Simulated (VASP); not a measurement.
# C (P6_222) in VASP: further runs

Runs on C. Level: PBE. Tasks: single point, relaxation of cell and atoms.

Program: VASP 6.6.1. These are calculated values, not measurements. Logs are shortened: lines on timing, memory, paths and dates and some standing lists are left out, and cuts for length are marked.

**1. The cell of the first run**

It takes space group P6_222 (No. 180, hexagonal). Conventional cell: a = 2.605 Å, b = 2.605 Å, c = 2.801 Å, α = 90.00°, β = 90.00°, γ = 120.00°. C (site symmetry 222) has 4 C at 1.60 Å within 2.1 Å.

**2. Single point, PBE**

INCAR reads:

```
PREC     = Accurate       # precision mode
ENCUT    = 520            # plane-wave cutoff, eV
EDIFF    = 1E-6           # SCF threshold, eV
ISMEAR   = 0              # smearing method
SIGMA    = 0.1            # smearing width, eV
LREAL    = F              # projectors in reciprocal space
LASPH    = T              # aspherical terms in the spheres
NELM     = 80             # most SCF steps
ALGO     = Normal         # electronic algorithm
ISIF     = 2              # what is computed and relaxed
LWAVE    = F              # write WAVECAR
LCHARG   = F              # write CHGCAR
GGA      = PE             # functional
NBANDS   = 13             # bands
```

KPOINTS reads:

```
regular mesh
0
Gamma
  6 6 6
```

POSCAR reads:

```
C
1.0
    2.6052174045      0.0000000000      0.0000000000
   -1.3026087023      2.2561844547      0.0000000000
    0.0000000000      0.0000000000      2.8012092070
C
3
Direct
    0.1666645166      0.8333354834      0.1666666667
    0.1666645166      0.3333290331      0.8333333333
    0.6666709669      0.8333354834      0.5000000000
```

Potentials or basis: VASP PAW PBE potentials, release 64 (C).

Launch:

```console
$ cat potpaw_PBE.64/C/POTCAR > POTCAR
$ mpirun -np 1 vasp_std > vasp.out
```

OUTCAR:

```text
PREC = Accurate
   ENCUT = 520
   EDIFF = 1E-6
   ISMEAR = 0
   LREAL = F
   LASPH = T
   NELM = 80
   ISIF = 2
   GGA = PE

 ion  position               nearest neighbor table
   1  0.167  0.833  0.167-   3 1.60   2 1.60   3 1.60   2 1.60
   2  0.167  0.333  0.833-   3 1.60   1 1.60   3 1.60   1 1.60
   3  0.667  0.833  0.500-   2 1.60   1 1.60   2 1.60   1 1.60

  LATTYP: Found a hexagonal cell.
 ALAT       =     2.6052174045
 C/A-ratio  =     1.0752304979

  Lattice vectors:

 A1 = (   2.6052174045,   0.0000000000,   0.0000000000)
 A2 = (  -1.3026087023,   2.2561844547,   0.0000000000)
 A3 = (   0.0000000000,   0.0000000000,   2.8012092070)

Analysis of symmetry for initial positions (statically):
=====================================================================
 Subroutine PRICEL returns:
 Original cell was already a primitive cell.

 Routine SETGRP: Setting up the symmetry group for a
 hexagonal supercell.

 Subroutine GETGRP returns: Found  6 space group operations
 (whereof  2 operations were pure point group operations)
 out of a pool of 24 trial point group operations.

The static configuration has the point symmetry C_2 .
 The point group associated with its full space group is D_3 .

Analysis of symmetry for dynamics (positions and initial velocities):
=====================================================================
 Subroutine PRICEL returns:
 Original cell was already a primitive cell.

 Routine SETGRP: Setting up the symmetry group for a
 hexagonal supercell.

 Subroutine GETGRP returns: Found  6 space group operations
 (whereof  2 operations were pure point group operations)
 out of a pool of 24 trial point group operations.

The dynamic configuration has the point symmetry C_2 .
 The point group associated with its full space group is D_3 .

 Subroutine INISYM returns: Found  6 space group operations
 (whereof  2 operations are pure point group operations),
 and found     1 'primitive' translations

----------------------------------------------------------------------------------------

                                     Primitive cell

  volume of cell :      16.4651

  direct lattice vectors                    reciprocal lattice vectors
     2.605217404  0.000000000  0.000000000     0.383845125  0.221613086  0.000000000
    -1.302608702  2.256184455  0.000000000     0.000000000  0.443226172  0.000000000
     0.000000000  0.000000000  2.801209207     0.000000000  0.000000000  0.356988688

  length of vectors
     2.605217404  2.605217405  2.801209207     0.443226172  0.443226172  0.356988688

  position of ions in fractional coordinates (direct lattice)
     0.166664517  0.833335483  0.166666667
     0.166664517  0.333329033  0.833333333
     0.666670967  0.833335483  0.500000000

  ion indices of the primitive-cell ions
   primitive index   ion index
                 1           1
                 2           2
                 3           3

----------------------------------------------------------------------------------------

 KPOINTS: regular mesh

Automatic generation of k-mesh.
 Grid dimensions read from file:
 generate k-points for:    6    6    6

 Generating k-lattice:

  Cartesian coordinates                     Fractional coordinates (reciprocal lattice)
     0.063974187  0.036935514  0.000000000     0.166666667 -0.000000000  0.000000000
     0.000000000  0.073871029  0.000000000     0.000000000  0.166666667  0.000000000
     0.000000000  0.000000000  0.059498115     0.000000000  0.000000000  0.166666667

  Length of vectors
     0.073871029  0.073871029  0.059498115

  Shift w.r.t. Gamma in fractional coordinates (k-lattice)
     0.000000000  0.000000000  0.000000000

 Subroutine IBZKPT returns following result:
 ===========================================

 Found     34 irreducible k-points:

 Following reciprocal coordinates:
            Coordinates               Weight
  0.000000  0.000000  0.000000      1.000000
  0.166667 -0.000000  0.000000      6.000000
  0.333333 -0.000000  0.000000      6.000000
  0.500000 -0.000000  0.000000      3.000000
  0.166667  0.166667  0.000000      6.000000
  0.333333  0.166667  0.000000     12.000000
[... 16 lines left out ...]
 -0.166667  0.333333  0.333333      6.000000
  0.333333  0.166667  0.333333     12.000000
 [... further k-points ...]
   k-points           NKPTS =     34   k-points in BZ     NKDIM =     34   number of bands    NBANDS=     13
   number of dos      NEDOS =    301   number of ions     NIONS =      3
   total plane-waves  NPLWV =   9600
   dimension x,y,z NGX =    20 NGY =   20 NGZ =   24
   dimension x,y,z NGXF=    40 NGYF=   40 NGZF=   48
   ions per type =               3
   NGX,Y,Z   is equivalent  to a cutoff of  12.76, 12.76, 14.24 a.u.
   NGXF,Y,Z  is equivalent  to a cutoff of  25.53, 25.53, 28.49 a.u.
 SYSTEM =  unknown system
   PREC   = accura    normal or accurate (medium, high low for compatibility)
   ISTART =      0    job   : 0-new  1-cont  2-samecut
   ICHARG =      2    charge: 1-file 2-atom 10-const
   ISPIN  =      1    spin polarized calculation?
   LNONCOLLINEAR =      F non collinear calculations
   LSORBIT =      F    spin-orbit coupling
   LASPH  =      T    aspherical Exc in radial PAW
   ENCUT  =  520.0 eV  38.22 Ry    6.18 a.u.   4.84  4.84  5.21*2*pi/ulx,y,z
   NELM   =     80;   NELMIN=  2; NELMDL= -5     # of ELM steps
   EDIFF  = 0.1E-05   stopping-criterion for ELM
   LREAL  =      F    real-space projection
   EDIFFG = 0.1E-04   stopping-criterion for IOM
   NSW    =      0    number of steps for IOM
   IBRION =     -1    ionic relax: 0-MD 1-quasi-New 2-CG
   NFREE  =      0    steps in history (QN), initial steepest desc. (CG)
   ISIF   =      2    stress and relaxation
   ISYM   =      2    0-nonsym 1-usesym 2-fastsym
   POTIM  = 0.5000    time-step for ionic-motion
   TEBEG  =    0.0;   TEEND  =   0.0 temperature during run
   PSTRESS=    0.0 pullay stress
   NELECT =      12.0000    total number of electrons
   NUPDOWN=      -1.0000    fix difference up-down
   EMIN   =  10.00;   EMAX   =-10.00  energy-range for DOS
   EFERMI =   0.00;   METHOD = LEGACY
   ISMEAR =     0;   SIGMA  =   0.10  broadening in eV -4-tet -1-fermi 0-gaus
   EFERMI_NEDOS =   21; number of points for ismear=-14 and -15
   IALGO  =     38    algorithm
   IMIX   =      4    mixing-type and parameters
     AMIX     =   0.40;   BMIX     =  1.00
     AMIX_MAG =   1.60;   BMIX_MAG =  1.00
  volume/ion in A,a.u.               =       5.49        37.04
  Fermi-wavevector in a.u.,A,eV,Ry     =   1.473264  2.784065 29.531533  2.170506
  Thomas-Fermi vector in A             =   2.588178
   LORBIT       =      0    0 simple, 1 ext, 2 COOP (PROOUT), +10 PAW based schemes
   GGA     = PE    functional components
   LHFCALC =     F    Hartree Fock is set to
   AEXX    =    0.0000 exact exchange contribution
   IVDW    =     0    specifies the selected vdW correction
   LEPSILON=     F    determine dielectric tensor
   LRPA    =     F    only Hartree local field effects (RPA)
 non-spin polarized calculation
 Gauss-broadening in eV      SIGMA  =   0.10
  energy-cutoff  :      520.00
  volume of cell :       16.47
 maximum number of plane-waves:       466
   NGX =  9   NGY =  9   NGZ = 11

 number of electron      11.9999999 magnetization

 Free energy of the ion-electron system (eV)
  ---------------------------------------------------
  ext. energy  EPLUGINS =         0.00000000
  ---------------------------------------------------
  free energy    TOTEN  =       -23.93239454 eV

  energy without entropy =      -23.93239454  energy(sigma->0) =      -23.93239454

 E-fermi :  11.4977     XC(G=0): -13.7036

 val. band max:       10.9387111374   @ k =   0.0000   0.0000   0.5000
 cond. band min:      12.8660455737   @ k =   0.5000  -0.0000   0.0000
 fundamental gap:      1.9273344363
 Fermi energy:        11.4977321475

 k-point     1 :       0.0000    0.0000    0.0000
  band No.  band energies     occupation
      1     -11.5167      2.00000
      2       2.8967      2.00000
      3       2.8967      2.00000
      4       4.3766      2.00000
      5       9.0731      2.00000
      6       9.0731      2.00000
      7      17.7691      0.00000
      8      17.7691      0.00000
      9      20.3198      0.00000
     10      20.6734      0.00000
     11      20.6735      0.00000
     12      21.8759      0.00000
     13      23.9619      0.00000

 k-point     2 :       0.1667   -0.0000    0.0000
  band No.  band energies     occupation
      1     -10.8703      2.00000
      2       2.3428      2.00000
      3       3.3759      2.00000
      4       3.6953      2.00000
      5       7.1724      2.00000
      6       8.2992      2.00000
      7      17.6685      0.00000
      8      18.8933      0.00000
      9      19.1389      0.00000
     10      20.5455      0.00000
     11      21.1127      0.00000
     12      22.0113      0.00000
     13      26.2220      0.00000

 k-point     3 :       0.3333   -0.0000    0.0000
  band No.  band energies     occupation
      1      -8.9723      2.00000
      2      -1.5063      2.00000
      3       4.5909      2.00000
      4       4.5965      2.00000
      5       5.4005      2.00000
      6       7.1538      2.00000
      7      14.5242      0.00000
      8      16.4868      0.00000
      9      19.2490      0.00000
     10      20.0077      0.00000
     11      24.2170      0.00000
     12      24.4520      0.00000
     13      28.3130      0.00000
[... 305 lines left out ...]
 k-point    23 :      -0.1667    0.3333    0.3333
  band No.  band energies     occupation
      1      -7.9024      2.00000
      2      -2.9672      2.00000
      3       1.7723      2.00000
      4       5.0247      2.00000
      5       6.0036      2.00000
      6       8.3026      2.00000
      7      15.6591      0.00000
      8      16.7630      0.00000
      9      19.1479      0.00000
     10      20.1005      0.00000
     11      22.9691      0.00000
     12      24.0346      0.00000
     13      31.5575      0.00000

 k-point    24 :       0.3333    0.1667    0.3333
  band No.  band energies     occupation
      1      -5.5272      2.00000
      2      -1.6962      2.00000
      3      -0.7192      2.00000
      4       2.7992      2.00000
      5       3.3133      2.00000
      6       7.0702      2.00000
      7      15.8032      0.00000
      8      18.1527      0.00000
      9      19.3703      0.00000
     10      21.1746      0.00000
     11      23.2764      0.00000
     12      25.2545      0.00000
     13      33.6349      0.00000

 [... further k-points ...]
[... 5 lines left out ...]
  --------------------------------------------------------------------------------------
  -------------------------------------------------------------------------------------
  Total        0.0599994      0.0599994      0.0163184     -0.0000000      0.0000000     -0.0000000
  in kB        5.8383892      5.8383892      1.5879066     -0.0000000      0.0000000     -0.0000000
  external PRESSURE =       4.4215616 kB  Pullay stress =       0.0000000 kB

 VOLUME and BASIS-vectors are now :
 -----------------------------------------------------------------------------
  energy-cutoff  :      520.00
  volume of cell :       16.47
      direct lattice vectors                 reciprocal lattice vectors
     2.605217404  0.000000000  0.000000000     0.383845125  0.221613086  0.000000000
    -1.302608702  2.256184455  0.000000000     0.000000000  0.443226172  0.000000000
     0.000000000  0.000000000  2.801209207     0.000000000  0.000000000  0.356988688

 POSITION                                       TOTAL-FORCE (eV/Angst)
 -----------------------------------------------------------------------------------
     -0.65131      1.88016      0.46687         0.000421     -0.000243      0.000000
      0.00000      0.75205      2.33434        -0.000000      0.000486     -0.000000
      0.65131      1.88016      1.40060        -0.000421     -0.000243     -0.000000
 -----------------------------------------------------------------------------------
    total drift:                                0.000000     -0.000000     -0.000000

  FREE ENERGIE OF THE ION-ELECTRON SYSTEM (eV)
  ---------------------------------------------------
  free  energy   TOTEN  =       -23.9323945436 eV

  energy  without entropy=      -23.9323945436  energy(sigma->0) =      -23.93239454
```

It took 7.4 s on 1 thread of AMD EPYC 9R45 (Zen 5), shared host; peak memory 0.09 GiB.

What came out:

| Quantity | Value |
| --- | --- |
| Free energy | -23.9324 eV |
| Pressure | 0.4 GPa |
| Band gap on the k mesh | 1.93 eV, indirect (least direct gap 4.93 eV) |

Caveat: the k points lie up to 0.46 Å⁻¹ apart. Expect the measured gap to be larger: semilocal functionals such as PBE lack the derivative discontinuity.

**3. Single point, PBE**

INCAR reads:

```
PREC = Accurate
ENCUT = 520
EDIFF = 1E-6
ISMEAR = 0
SIGMA = 0.02
LREAL = False
LASPH = True
NELM = 100
ALGO = Normal
ISIF = 2
LWAVE = False
LCHARG = False
GGA = PE
NBANDS = 13
```

KPOINTS reads:

```
Automatic mesh
0
Gamma
  12 12 10
```

POSCAR reads:

```
C
1.0
    2.6054718875      0.0000000000      0.0000000000
   -1.3027359438      2.2564048434      0.0000000000
    0.0000000000      0.0000000000      2.8003937548
C
3
Direct
    0.5000000000      0.5000000000      0.8333333333
    0.5000000000      0.0000000000      0.5000000000
    0.0000000000      0.5000000000      0.1666666667
```

Potentials or basis: VASP PAW PBE potentials, release 64 (C).

Launch:

```console
$ cat potpaw_PBE.64/C/POTCAR > POTCAR
$ mpirun -np 1 vasp_std > vasp.out
```

Wall time 17 s (1 thread of AMD EPYC 9R45 (Zen 5), shared host); peak memory 0.09 GiB.

It converged, with:

```yaml
Free_energy: -23.9322 eV
Pressure: 0.5 GPa
Band_gap_on_the_k_mesh: 1.92 eV, indirect (least direct gap 4.64 eV)
```

Stress tensor (GPa, compression positive):
```
0.45 0.00 0.00
0.00 0.45 0.00
0.00 0.00 0.56
```

Levels at points of the mesh, in eV from the valence-band top:
```
           k point  band 3  band 4  band 5  band 6  band 7  band 8  band 9  band 10
(0.00, 0.00, 0.00)   -8.04   -6.57   -1.87   -1.87    6.82    6.82    9.38     9.73
(0.50, 0.00, 0.00)   -6.11   -5.68   -5.50   -4.22    1.92    4.11    8.13     8.62
(0.00, 0.00, 0.50)   -3.14   -3.14   -1.61    0.00    4.92    4.92    7.26     7.26
(0.50, 0.00, 0.50)  -12.20  -11.72   -4.47   -3.38    2.71    4.00   10.15    12.32
```

A k mesh can miss the band edges. As with any semilocal functional, this PBE gap is likely too small.

**4. Relaxation of cell and atoms, PBE**

INCAR reads:

```
SYSTEM = C
  PREC = Accurate
  ENCUT = 600
  EDIFF = 1E-7
  ISMEAR = 0
  SIGMA = 0.02
  LREAL = .FALSE.
  LASPH = .TRUE.
  NELM = 60
  ALGO = Normal
  ISIF = 3
  LWAVE = .FALSE.
  LCHARG = .FALSE.
  GGA = PE
  IBRION = 2
  NSW = 100
  EDIFFG = -0.01
```

KPOINTS reads:

```
Automatic mesh
0
G
  12 12 10
  0 0 0
```

POSCAR reads:

```
C
1.0
    2.6052174045      0.0000000000      0.0000000000
   -1.3026087023      2.2561844547      0.0000000000
    0.0000000000      0.0000000000      2.8012092070
C
3
Direct
    0.5000000000      0.5000000000      0.8333333333
    0.5000000000      0.0000000000      0.5000000000
    0.0000000000      0.5000000000      0.1666666667
```

Launch:

```console
$ cat potpaw_PBE.64/C/POTCAR > POTCAR
$ mpirun -np 1 vasp_std > vasp.out
```

Wall time 20 s (1 thread of AMD EPYC 9R45 (Zen 5), shared host); peak memory 0.11 GiB.

Results (log left out):

```
Free energy             : -23.9364 eV
Pressure after relaxing : -0.1 GPa
Band gap on the k mesh  : 1.93 eV, indirect (least direct gap 4.64 eV)
```

Stress tensor (GPa, compression positive):
```
 0.03  0.00  0.00
 0.00  0.03  0.00
 0.00  0.00 -0.26
```

Final structure:
```
C
1.0
     2.60522    0.00000    0.00000
    -1.30261    2.25618    0.00000
     0.00000    0.00000    2.80121
C
3
Direct
  0.50000 0.50000 0.83333
  0.50000 0.00000 0.50000
  0.00000 0.50000 0.16667
```

Levels at points of the mesh, in eV from the valence-band top:
| k point | band 2 | band 3 | band 4 | band 5 | band 6 | band 7 | band 8 | band 9 | band 10 |
| --- | --- | --- | --- | --- | --- | --- | --- | --- | --- |
| (0.00, 0.00, 0.00) | -8.04 | -8.04 | -6.56 | -1.87 | -1.87 | 6.83 | 6.83 | 9.38 | 9.73 |
| (0.50, 0.00, 0.00) | -15.74 | -6.10 | -5.68 | -5.49 | -4.22 | 1.93 | 4.10 | 8.13 | 8.62 |
| (0.00, 0.00, 0.50) | -18.62 | -3.13 | -3.13 | -1.61 | 0.00 | 4.93 | 4.93 | 7.27 | 7.27 |
| (0.50, 0.00, 0.50) | -13.88 | -12.20 | -11.71 | -4.46 | -3.38 | 2.72 | 4.01 | 10.15 | 12.31 |

Caveat: the relaxation stopped at its first step, so nothing moved. A k mesh can miss the band edges.

**5. Overview**

| task | cell | k mesh | cutoff (eV) | smearing | gap on the mesh (eV) | pressure (GPa) |
| --- | --- | --- | --- | --- | --- | --- |
| single point | a = 2.605, b = 2.605, c = 2.801 Å, angles 90.0, 90.0, 120.0°, 3 atoms | 6 × 6 × 6 | 520 | gaussian 0.1 eV | 1.93 | 0.4 |
| single point | a = 2.605, b = 2.605, c = 2.800 Å, angles 90.0, 90.0, 120.0°, 3 atoms | 12 × 12 × 10 | 520 | gaussian 0.02 eV | 1.92 | 0.5 |
| relaxation of cell and atoms | relaxed from a = 2.605, b = 2.605, c = 2.801 Å, angles 90.0, 90.0, 120.0°, 3 atoms | 12 × 12 × 10 | 600 | gaussian 0.02 eV | 1.93 | -0.1 |

Alike in all rows: level PBE; potentials or basis VASP PAW PBE potentials, release 64 (C); no spin polarisation.

Caveats: some runs use coarse meshes; the relaxation stopped at its first step, so nothing moved (some runs).

Absolute energies hang on the potentials; compare differences alone.
